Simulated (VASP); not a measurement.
Input of a VASP 6.6.1 run:

Contents of POSCAR:

```
MgS
1.0
    0.0000000000      2.5145486858      2.5145486858
    2.5145486858      0.0000000000      2.5145486858
    2.5145486858      2.5145486858      0.0000000000
Mg S
1 1
Direct
    0.0000000000      0.0000000000      0.0000000000
    0.5000000000      0.5000000000      0.5000000000
```

File INCAR.step1:

```
PREC = Accurate ; ENCUT = 520
ISMEAR = 0 ; SIGMA = 0.01
LREAL = False ; LASPH = True
NELM = 80 ; NBANDS = 11
GGA = PE ; ALGO = Normal
EDIFF = 1E-4 ; LWAVE = True
LCHARG = False
```

File INCAR.step2:

```
PREC = Accurate ; ENCUT = 520
EDIFF = 1E-6 ; ISMEAR = 0
SIGMA = 0.01 ; LREAL = False
LASPH = True ; NELM = 80
ALGO = Normal ; ISIF = 2
LWAVE = False ; LCHARG = False
METAGGA = R2SCAN ; LMIXTAU = True
NBANDS = 11 ; ISTART = 1
```

File KPOINTS:

```
regular mesh
0
Gamma
  8 8 8
```

Potentials or basis: VASP PAW PBE potentials, release 64 (Mg, S).

Launch:

```sh
$ cat potpaw_PBE.64/Mg/POTCAR potpaw_PBE.64/S/POTCAR > POTCAR
$ cp INCAR.step1 INCAR
$ mpirun -np 1 vasp_std > vasp.out
$ cp INCAR.step2 INCAR
$ mpirun -np 1 vasp_std > vasp.out
```

Predict the pressure.

9.5 GPa.

What does it give for the band gap on the k mesh?

3.65 eV, indirect (least direct gap 5.53 eV).

Caveat: the PAW data sets were made with another functional, which shifts forces and pressure a little. r2SCAN opens gaps a little over a GGA but as a rule still falls short of measured ones.
